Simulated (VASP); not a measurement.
# VO2 (P4_2/mnm) in VASP: notebook

Runs on VO2. Level: PBE. Tasks: single point, relaxation of shape and atoms at fixed volume.

Program: VASP 6.6.1. These are calculated values, not measurements. Logs are shortened: lines on timing, memory, paths and dates and some standing lists are left out, and cuts for length are marked.

## 1. The cell of the first run

The structure is tetragonal, space group P4_2/mnm (No. 136). Conventional cell: a = 4.681 Å, b = 4.681 Å, c = 2.804 Å, α = 90.00°, β = 90.00°, γ = 90.00°. Within 2.6 Å of V (site symmetry mmm) lie 6 O at 1.92 to 1.99 Å. O (site symmetry m2m) has 3 V at 1.92 to 1.99 Å and 11 O at 2.64 to 2.80 Å within 2.9 Å.

## 2. Single point, PBE (10.24 Å³/atom)

INCAR

```
SYSTEM = VO2
PREC = Accurate
ENCUT = 600
EDIFF = 1E-6
ISMEAR = 0
SIGMA = 0.05
LREAL = .False.
LASPH = .True.
NELM = 120
ALGO = Normal
ISIF = 2
LWAVE = .False.
LCHARG = .True.
GGA = PE
LELF = .True.
LVHAR = .True.
NBANDS = 34
GGA_COMPAT = .False.
```

KPOINTS

```
regular mesh
0
Gamma
  6 6 10
  0 0 0
```

POSCAR

```
VO2
1.0
    4.6812639056      0.0000000000      0.0000000000
    0.0000000000      4.6812639056      0.0000000000
    0.0000000000      0.0000000000      2.8044783057
V O
2 4
Direct
    0.0000000000      0.0000000000      0.0000000000
    0.5000000000      0.5000000000      0.5000000000
    0.3007955531      0.3007955531      0.0000000000
    0.1992044469      0.8007955531      0.5000000000
    0.6992044469      0.6992044469      0.0000000000
    0.8007955531      0.1992044469      0.5000000000
```

Potentials or basis: VASP PAW PBE potentials, release 64 (V_sv, O).

Run with:

```console
cat potpaw_PBE.64/V_sv/POTCAR potpaw_PBE.64/O/POTCAR > POTCAR
mpirun -np 1 vasp_std > vasp.out
```

OUTCAR:

```text
SYSTEM = VO2
   PREC = Accurate
   ENCUT = 600
   EDIFF = 1E-6
   ISMEAR = 0
   LREAL = .False.
   LASPH = .True.
   NELM = 120
   ISIF = 2
   GGA = PE

 ion  position               nearest neighbor table
   1  0.000  0.000  0.000-   4 1.92   6 1.92   4 1.92   6 1.92   5 1.99   3 1.99
   2  0.500  0.500  0.500-   3 1.92   5 1.92   3 1.92   5 1.92   4 1.99   6 1.99
   3  0.301  0.301  0.000-   2 1.92   2 1.92   1 1.99
   4  0.199  0.801  0.500-   1 1.92   1 1.92   2 1.99
   5  0.699  0.699  0.000-   2 1.92   2 1.92   1 1.99
   6  0.801  0.199  0.500-   1 1.92   1 1.92   2 1.99

  LATTYP: Found a simple tetragonal cell.
 ALAT       =     4.6812639056
 C/A-ratio  =     0.5990857090

  Lattice vectors:

 A1 = (   4.6812639056,   0.0000000000,   0.0000000000)
 A2 = (   0.0000000000,   4.6812639056,   0.0000000000)
 A3 = (   0.0000000000,   0.0000000000,   2.8044783057)

Analysis of symmetry for initial positions (statically):
=====================================================================
 Subroutine PRICEL returns:
 Original cell was already a primitive cell.

 Routine SETGRP: Setting up the symmetry group for a
 simple tetragonal supercell.

 Subroutine GETGRP returns: Found 16 space group operations
 (whereof  8 operations were pure point group operations)
 out of a pool of 16 trial point group operations.

The static configuration has the point symmetry D_2h.
 The point group associated with its full space group is D_4h.

Analysis of symmetry for dynamics (positions and initial velocities):
=====================================================================
 Subroutine PRICEL returns:
 Original cell was already a primitive cell.

 Routine SETGRP: Setting up the symmetry group for a
 simple tetragonal supercell.

 Subroutine GETGRP returns: Found 16 space group operations
 (whereof  8 operations were pure point group operations)
 out of a pool of 16 trial point group operations.

The dynamic configuration has the point symmetry D_2h.
 The point group associated with its full space group is D_4h.

 Subroutine INISYM returns: Found 16 space group operations
 (whereof  8 operations are pure point group operations),
 and found     1 'primitive' translations

----------------------------------------------------------------------------------------

                                     Primitive cell

  volume of cell :      61.4580

  direct lattice vectors                    reciprocal lattice vectors
     4.681263906  0.000000000  0.000000000     0.213617523  0.000000000  0.000000000
     0.000000000  4.681263906  0.000000000     0.000000000  0.213617523  0.000000000
     0.000000000  0.000000000  2.804478306     0.000000000  0.000000000  0.356572557

  length of vectors
     4.681263906  4.681263906  2.804478306     0.213617523  0.213617523  0.356572557

  position of ions in fractional coordinates (direct lattice)
     0.000000000  0.000000000  0.000000000
     0.500000000  0.500000000  0.500000000
     0.300795553  0.300795553  0.000000000
     0.199204447  0.800795553  0.500000000
     0.699204447  0.699204447  0.000000000
     0.800795553  0.199204447  0.500000000

  ion indices of the primitive-cell ions
   primitive index   ion index
                 1           1
                 2           2
                 3           3
                 4           4
                 5           5
                 6           6

----------------------------------------------------------------------------------------

 KPOINTS: regular mesh

Automatic generation of k-mesh.
 Grid dimensions read from file:
 generate k-points for:    6    6   10

 Generating k-lattice:

  Cartesian coordinates                     Fractional coordinates (reciprocal lattice)
     0.035602920  0.000000000  0.000000000     0.166666667  0.000000000  0.000000000
     0.000000000  0.035602920  0.000000000     0.000000000  0.166666667  0.000000000
     0.000000000  0.000000000  0.035657256     0.000000000  0.000000000  0.100000000

  Length of vectors
     0.035602920  0.035602920  0.035657256

  Shift w.r.t. Gamma in fractional coordinates (k-lattice)
     0.000000000  0.000000000  0.000000000

 Subroutine IBZKPT returns following result:
 ===========================================

 Found     60 irreducible k-points:

 Following reciprocal coordinates:
            Coordinates               Weight
  0.000000  0.000000  0.000000      1.000000
  0.166667  0.000000  0.000000      4.000000
  0.333333  0.000000  0.000000      4.000000
  0.500000  0.000000  0.000000      2.000000
  0.166667  0.166667  0.000000      4.000000
  0.333333  0.166667  0.000000      8.000000
[... 16 lines left out ...]
  0.333333  0.000000  0.200000      8.000000
  0.500000  0.000000  0.200000      4.000000
 [... further k-points ...]
   k-points           NKPTS =     60   k-points in BZ     NKDIM =     60   number of bands    NBANDS=     34
   number of dos      NEDOS =    301   number of ions     NIONS =      6
   total plane-waves  NPLWV =  38400
   dimension x,y,z NGX =    40 NGY =   40 NGZ =   24
   dimension x,y,z NGXF=    80 NGYF=   80 NGZF=   48
   ions per type =               2   4
   NGX,Y,Z   is equivalent  to a cutoff of  14.21, 14.21, 14.23 a.u.
   NGXF,Y,Z  is equivalent  to a cutoff of  28.41, 28.41, 28.45 a.u.
 SYSTEM =  VO2
   PREC   = accura    normal or accurate (medium, high low for compatibility)
   ISTART =      0    job   : 0-new  1-cont  2-samecut
   ICHARG =      2    charge: 1-file 2-atom 10-const
   ISPIN  =      1    spin polarized calculation?
   LNONCOLLINEAR =      F non collinear calculations
   LSORBIT =      F    spin-orbit coupling
   LASPH  =      T    aspherical Exc in radial PAW
   ENCUT  =  600.0 eV  44.10 Ry    6.64 a.u.   9.35  9.35  5.60*2*pi/ulx,y,z
   NELM   =    120;   NELMIN=  2; NELMDL= -5     # of ELM steps
   EDIFF  = 0.1E-05   stopping-criterion for ELM
   LREAL  =      F    real-space projection
   EDIFFG = 0.1E-04   stopping-criterion for IOM
   NSW    =      0    number of steps for IOM
   IBRION =     -1    ionic relax: 0-MD 1-quasi-New 2-CG
   NFREE  =      0    steps in history (QN), initial steepest desc. (CG)
   ISIF   =      2    stress and relaxation
   ISYM   =      2    0-nonsym 1-usesym 2-fastsym
   POTIM  = 0.5000    time-step for ionic-motion
   TEBEG  =    0.0;   TEEND  =   0.0 temperature during run
   PSTRESS=    0.0 pullay stress
   NELECT =      50.0000    total number of electrons
   NUPDOWN=      -1.0000    fix difference up-down
   EMIN   =  10.00;   EMAX   =-10.00  energy-range for DOS
   EFERMI =   0.00;   METHOD = LEGACY
   ISMEAR =     0;   SIGMA  =   0.05  broadening in eV -4-tet -1-fermi 0-gaus
   EFERMI_NEDOS =   21; number of points for ismear=-14 and -15
   IALGO  =     38    algorithm
   IMIX   =      4    mixing-type and parameters
     AMIX     =   0.40;   BMIX     =  1.00
     AMIX_MAG =   1.60;   BMIX_MAG =  1.00
  volume/ion in A,a.u.               =      10.24        69.12
  Fermi-wavevector in a.u.,A,eV,Ry     =   1.528289  2.888047 31.778668  2.335666
  Thomas-Fermi vector in A             =   2.636068
   LORBIT       =      0    0 simple, 1 ext, 2 COOP (PROOUT), +10 PAW based schemes
   GGA     = PE    functional components
   LHFCALC =     F    Hartree Fock is set to
   AEXX    =    0.0000 exact exchange contribution
   IVDW    =     0    specifies the selected vdW correction
   LEPSILON=     F    determine dielectric tensor
   LRPA    =     F    only Hartree local field effects (RPA)
 non-spin polarized calculation
 Gauss-broadening in eV      SIGMA  =   0.05
  energy-cutoff  :      600.00
  volume of cell :       61.46
 maximum number of plane-waves:      2080
 NGX is ok and might be reduce to    40
   NGX = 19   NGY = 19   NGZ = 11

 number of electron      50.0000026 magnetization

 Free energy of the ion-electron system (eV)
  ---------------------------------------------------
  ext. energy  EPLUGINS =         0.00000000
  ---------------------------------------------------
  free energy    TOTEN  =       -51.75019532 eV

  energy without entropy =      -51.74197498  energy(sigma->0) =      -51.74608515

 E-fermi :   5.9711     XC(G=0): -11.5471

 val. band max:        5.9678918553   @ k =   0.5000   0.1667   0.1000
 cond. band min:       5.9751986628   @ k =   0.3333   0.3333   0.3000
 fundamental gap:      0.0073068075
 Fermi energy:         5.9711371643

 k-point     1 :       0.0000    0.0000    0.0000
  band No.  band energies     occupation
      1     -59.8254      2.00000
      2     -59.8185      2.00000
      3     -33.6525      2.00000
      4     -33.6525      2.00000
      5     -33.6432      2.00000
      6     -33.6293      2.00000
[... 26 lines left out ...]
     33       9.9223      0.00000
     34      10.7000      0.00000

 k-point     2 :       0.1667    0.0000    0.0000
  band No.  band energies     occupation
      1     -59.8250      2.00000
      2     -59.8190      2.00000
      3     -33.6509      2.00000
      4     -33.6509      2.00000
      5     -33.6423      2.00000
      6     -33.6302      2.00000
[... 26 lines left out ...]
     33       9.8668      0.00000
     34      10.5134      0.00000

 k-point     3 :       0.3333    0.0000    0.0000
  band No.  band energies     occupation
      1     -59.8237      2.00000
      2     -59.8202      2.00000
      3     -33.6476      2.00000
      4     -33.6475      2.00000
      5     -33.6397      2.00000
      6     -33.6328      2.00000
[... 26 lines left out ...]
     33       9.7407      0.00000
     34       9.9819      0.00000

 k-point     4 :       0.5000    0.0000    0.0000
  band No.  band energies     occupation
      1     -59.8220      2.00000
      2     -59.8220      2.00000
      3     -33.6458      2.00000
      4     -33.6458      2.00000
      5     -33.6362      2.00000
      6     -33.6362      2.00000
[... 26 lines left out ...]
     33       9.6557      0.00000
     34       9.6557      0.00000

 k-point     5 :       0.1667    0.1667    0.0000
  band No.  band energies     occupation
      1     -59.8246      2.00000
      2     -59.8194      2.00000
      3     -33.6532      2.00000
      4     -33.6472      2.00000
      5     -33.6415      2.00000
      6     -33.6310      2.00000
[... 621 lines left out ...]
 k-point    22 :       0.1667    0.0000    0.2000
  band No.  band energies     occupation
      1     -59.8110      2.00000
      2     -59.8062      2.00000
      3     -33.7735      2.00000
      4     -33.7644      2.00000
      5     -33.6373      2.00000
      6     -33.6373      2.00000
[... 26 lines left out ...]
     33       9.5553      0.00000
     34      10.3155      0.00000

 k-point    23 :       0.3333    0.0000    0.2000
  band No.  band energies     occupation
      1     -59.8100      2.00000
      2     -59.8072      2.00000
      3     -33.7725      2.00000
      4     -33.7672      2.00000
      5     -33.6345      2.00000
      6     -33.6345      2.00000
[... 26 lines left out ...]
     33       9.6156      0.00000
     34      10.2435      0.00000

 k-point    24 :       0.5000    0.0000    0.2000
  band No.  band energies     occupation
      1     -59.8086      2.00000
      2     -59.8086      2.00000
      3     -33.7703      2.00000
      4     -33.7703      2.00000
      5     -33.6330      2.00000
      6     -33.6330      2.00000
[... 26 lines left out ...]
     33       9.9239      0.00000
     34       9.9239      0.00000

 [... further k-points ...]

------------------------ aborting loop because EDIFF is reached ----------------------------------------

  FORCE on cell =-STRESS in cart. coord.  units (eV):
  Direction    XX          YY          ZZ          XY          YZ          ZX
  --------------------------------------------------------------------------------------
  -------------------------------------------------------------------------------------
  Total       -2.9253710     -2.9253710     -2.7031372     -0.0000000      0.0000000      0.0000000
  in kB      -76.2628786    -76.2628786    -70.4693607     -0.0000000      0.0000000      0.0000000
  external PRESSURE =     -74.3317060 kB  Pullay stress =       0.0000000 kB

 VOLUME and BASIS-vectors are now :
 -----------------------------------------------------------------------------
  energy-cutoff  :      600.00
  volume of cell :       61.46
      direct lattice vectors                 reciprocal lattice vectors
     4.681263906  0.000000000  0.000000000     0.213617523  0.000000000  0.000000000
     0.000000000  4.681263906  0.000000000     0.000000000  0.213617523  0.000000000
     0.000000000  0.000000000  2.804478306     0.000000000  0.000000000  0.356572557

 POSITION                                       TOTAL-FORCE (eV/Angst)
 -----------------------------------------------------------------------------------
      0.00000      0.00000      0.00000         0.000000      0.000000      0.000000
      2.34063      2.34063      1.40224         0.000000      0.000000      0.000000
      1.40810      1.40810      0.00000        -0.032280     -0.032280     -0.000000
      0.93253      3.74874      1.40224         0.032280     -0.032280     -0.000000
      3.27316      3.27316      0.00000         0.032280      0.032280      0.000000
      3.74874      0.93253      1.40224        -0.032280      0.032280      0.000000
 -----------------------------------------------------------------------------------
    total drift:                               -0.000000      0.000000     -0.000000

  FREE ENERGIE OF THE ION-ELECTRON SYSTEM (eV)
  ---------------------------------------------------
  free  energy   TOTEN  =       -51.7501953202 eV

  energy  without entropy=      -51.7419749792  energy(sigma->0) =      -51.74608515
```

It took 3.6 min on 1 thread of Intel Xeon 8259CL, shared host; peak memory 0.27 GiB.

Results:

- Free energy: -51.7502 eV
- Pressure: -7.4 GPa
- Largest force: 0.046 eV/Å
- Band gap on the k mesh: zero (bands 25 and 26 overlap by 1.25 eV)

Forces on the atoms (eV/Å):
```
V    0.000  0.000  0.000
V    0.000  0.000  0.000
O   -0.032 -0.032  0.000
O    0.032 -0.032  0.000
O    0.032  0.032  0.000
O   -0.032  0.032  0.000
```

Caveat: the cell stands under tension; the run has no spin polarisation, though such a crystal can be magnetic; semilocal functionals often make such compounds metallic where correlation or magnetic order opens a gap, which also shifts bond lengths. With open d or f shells a metallic result of PBE can be an artefact of self-interaction; +U or a hybrid may open a gap.

(Continued in part 2 of 2.)
